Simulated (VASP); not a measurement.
# C (Fd-3m) in VASP: further runs, part 2 of 2

VASP 6.6.1.

## (4) Relaxation of cell and atoms, LDA

INCAR reads:

```
PREC     = Accurate       # precision mode
ENCUT    = 600            # plane-wave cutoff, eV
EDIFF    = 1E-7           # SCF threshold, eV
ISMEAR   = 0              # smearing method
SIGMA    = 0.02           # smearing width, eV
LREAL    = False          # projectors in reciprocal space
LASPH    = True           # aspherical terms in the spheres
NELM     = 120            # most SCF steps
ALGO     = Normal         # electronic algorithm
ISIF     = 3              # what is computed and relaxed
LWAVE    = False          # write WAVECAR
LCHARG   = False          # write CHGCAR
GGA      = CA             # functional
IBRION   = 2              # ionic algorithm
NSW      = 100            # ionic steps
EDIFFG   = -0.002         # ionic threshold
GGA_COMPAT= False        
NELMIN   = 4
```

KPOINTS reads:

```
Automatic mesh
0
Gamma
  12 12 12
```

POSCAR reads:

```
C
1.0
    0.0000000000      1.7657957123      1.7657957123
    1.7657957123      0.0000000000      1.7657957123
    1.7657957123      1.7657957123      0.0000000000
C
2
Direct
    0.0000000000      0.0000000000      0.0000000000
    0.2500000000      0.2500000000      0.2500000000
```

Potentials or basis: VASP PAW LDA potentials, release 64 (C).

On the command line:

```
> cat potpaw_LDA.64/C/POTCAR > POTCAR
> mpirun -np 1 vasp_std > vasp.out
```

OUTCAR:

```text
PREC = Accurate
   ENCUT = 600
   EDIFF = 1E-7
   ISMEAR = 0
   LREAL = False
   LASPH = True
   NELM = 120
   ISIF = 3
   GGA = CA
   IBRION = 2
   NSW = 100
   EDIFFG = -0.002
   NELMIN = 4

 ion  position               nearest neighbor table
   1  0.000  0.000  0.000-   2 1.53   2 1.53   2 1.53   2 1.53
   2  0.250  0.250  0.250-   1 1.53   1 1.53   1 1.53   1 1.53

  LATTYP: Found a face centered cubic cell.
 ALAT       =     3.5315914246

  Lattice vectors:

 A1 = (   0.0000000000,   1.7657957123,   1.7657957123)
 A2 = (   1.7657957123,   0.0000000000,   1.7657957123)
 A3 = (   1.7657957123,   1.7657957123,   0.0000000000)

Analysis of symmetry for initial positions (statically):
=====================================================================
 Subroutine PRICEL returns:
 Original cell was already a primitive cell.

 Routine SETGRP: Setting up the symmetry group for a
 face centered cubic supercell.

 Subroutine GETGRP returns: Found 48 space group operations
 (whereof 24 operations were pure point group operations)
 out of a pool of 48 trial point group operations.

The static configuration has the point symmetry T_d .
 The point group associated with its full space group is O_h .

Analysis of symmetry for dynamics (positions and initial velocities):
=====================================================================
 Subroutine PRICEL returns:
 Original cell was already a primitive cell.

 Routine SETGRP: Setting up the symmetry group for a
 face centered cubic supercell.

 Subroutine GETGRP returns: Found 48 space group operations
 (whereof 24 operations were pure point group operations)
 out of a pool of 48 trial point group operations.

The dynamic configuration has the point symmetry T_d .
 The point group associated with its full space group is O_h .

 Subroutine INISYM returns: Found 48 space group operations
 (whereof 24 operations are pure point group operations),
 and found     1 'primitive' translations

[... 134 lines left out ...]

 number of electron       7.9999998 magnetization

 Free energy of the ion-electron system (eV)
  ---------------------------------------------------
  ext. energy  EPLUGINS =         0.00000000
  ---------------------------------------------------
  free energy    TOTEN  =       -20.25206471 eV

  energy without entropy =      -20.25206471  energy(sigma->0) =      -20.25206471

------------------------ aborting loop because EDIFF is reached ----------------------------------------

  FORCE on cell =-STRESS in cart. coord.  units (eV):
  Direction    XX          YY          ZZ          XY          YZ          ZX
  --------------------------------------------------------------------------------------
  -------------------------------------------------------------------------------------
  Total        0.0612932      0.0612932      0.0612932      0.0000000     -0.0000000      0.0000000
  in kB        8.9180882      8.9180882      8.9180882      0.0000000     -0.0000000      0.0000000
  external PRESSURE =       8.9180882 kB  Pullay stress =       0.0000000 kB
[... 59 lines left out ...]
--------------------------------------- Ionic step        3  -------------------------------------------

 number of electron       7.9999998 magnetization

 Free energy of the ion-electron system (eV)
  ---------------------------------------------------
  ext. energy  EPLUGINS =         0.00000000
  ---------------------------------------------------
  free energy    TOTEN  =       -20.25212338 eV

  energy without entropy =      -20.25212338  energy(sigma->0) =      -20.25212338

 E-fermi :  10.2342     XC(G=0): -13.6345

 val. band max:       10.1327786563   @ k =   0.0000   0.0000   0.0000
 cond. band min:      14.3257163450   @ k =   0.3333   0.3333   0.0000
 fundamental gap:      4.1929376887
 Fermi energy:        10.2341993682

 k-point     1 :       0.0000    0.0000    0.0000
  band No.  band energies     occupation
      1     -11.5589      2.00000
      2      10.1328      2.00000
      3      10.1328      2.00000
      4      10.1328      2.00000
      5      15.7539      0.00000
      6      15.7539      0.00000
      7      15.7539      0.00000
      8      24.3288      0.00000
[... 243 lines left out ...]
 k-point    24 :      -0.4167    0.1667    0.0000
  band No.  band energies     occupation
      1      -5.1746      2.00000
      2      -2.6335      2.00000
      3       4.5851      2.00000
      4       6.4585      2.00000
      5      17.7219      0.00000
      6      20.4588      0.00000
      7      21.7555      0.00000
      8      25.7088      0.00000

 [... further k-points ...]

------------------------ aborting loop because EDIFF is reached ----------------------------------------

  FORCE on cell =-STRESS in cart. coord.  units (eV):
  Direction    XX          YY          ZZ          XY          YZ          ZX
  --------------------------------------------------------------------------------------
  -------------------------------------------------------------------------------------
  Total        0.0001068      0.0001068      0.0001068      0.0000000      0.0000000      0.0000000
  in kB        0.0155124      0.0155124      0.0155124      0.0000000      0.0000000      0.0000000
  external PRESSURE =       0.0155124 kB  Pullay stress =       0.0000000 kB
[... 17 lines left out ...]
  FREE ENERGIE OF THE ION-ELECTRON SYSTEM (eV)
  ---------------------------------------------------
  free  energy   TOTEN  =       -20.2521233814 eV

  energy  without entropy=      -20.2521233814  energy(sigma->0) =      -20.25212338

 reached required accuracy - stopping structural energy minimisation
```

OSZICAR:

```text
N       E                     dE             d eps       ncg     rms          rms(c)
DAV:   1     0.451618993058E+00    0.45162E+00   -0.55033E+03  1200   0.110E+03
DAV:   2    -0.209632832954E+02   -0.21415E+02   -0.20312E+02  1840   0.123E+02
DAV:   3    -0.211189474478E+02   -0.15566E+00   -0.15566E+00  1240   0.129E+01
[... 17 lines left out ...]
       N       E                     dE             d eps       ncg     rms          rms(c)
DAV:   1    -0.202521552639E+02   -0.13333E-03   -0.19528E-03  1312   0.455E-01    0.396E-02
DAV:   2    -0.202521318683E+02    0.23396E-04   -0.21029E-05  1248   0.442E-02    0.204E-02
DAV:   3    -0.202521234026E+02    0.84657E-05   -0.19553E-05  1248   0.346E-02    0.289E-03
DAV:   4    -0.202521233814E+02    0.21248E-07   -0.48620E-08  1096   0.303E-03
   3 F= -.20252123E+02 E0= -.20252123E+02  d E =-.586697E-04
```

CONTCAR:

```text
C
   1.00000000000000
     0.0000000000000000    1.7669240109082496    1.7669240109082496
     1.7669240109082496   -0.0000000000000000    1.7669240109082496
     1.7669240109082496    1.7669240109082496    0.0000000000000000
  C
     2
Direct
     0.0000000000000000    0.0000000000000000    0.0000000000000000
     0.2500000000000000    0.2500000000000000    0.2500000000000000

  0.00000000E+00  0.00000000E+00  0.00000000E+00
  0.00000000E+00  0.00000000E+00  0.00000000E+00
```

It took 29 s on 1 thread of AMD EPYC 7R13, shared host; peak memory 0.08 GiB.

What came out:

```
Free energy                            : -20.2521 eV
Relaxed volume                         : 5.52 Å³/atom
Relaxed cell                           : a = 2.499 Å, b = 2.499 Å, c = 2.499 Å, α = 60.00°, β = 60.00°, γ = 60.00°
Space group after relaxing (to 0.05 Å) : Fd-3m (No. 227)
Energy gained by relaxing              : 0.0 meV/atom
Ionic steps                            : 3
Pressure after relaxing                : 0.0 GPa
Band gap on the k mesh                 : 4.19 eV, indirect (least direct gap 5.62 eV)
```

Final structure:
```
C
1.0
     0.00000    1.76692    1.76692
     1.76692    0.00000    1.76692
     1.76692    1.76692    0.00000
C
2
Direct
  0.00000 0.00000 0.00000
  0.25000 0.25000 0.25000
```

A k mesh can miss the band edges. As with any semilocal functional, this LDA gap is likely too small.

## (5) The runs side by side

```tsv
task	cell	k mesh	smearing	gap on the mesh (eV)	pressure (GPa)	relaxed volume (Å³/atom)
single point	a = 2.497 Å, angles 60.0°, 2 atoms	12 × 12 × 12	gaussian 0.02 eV	4.20	0.9	-
relaxation of cell and atoms	relaxed from a = 2.517 Å, angles 60.0°, 2 atoms	10 × 10 × 10	gaussian 0.1 eV	4.20	-0.1	5.52
relaxation of cell and atoms	relaxed from a = 2.497 Å, angles 60.0°, 2 atoms	12 × 12 × 12	gaussian 0.02 eV	4.19	0.0	5.52
```

Alike in all rows: level LDA; potentials or basis VASP PAW LDA potentials, release 64 (C); no spin polarisation; cutoff (eV) 600.

Total energies depend on the potentials used, so only differences within one code and one set of settings carry meaning.
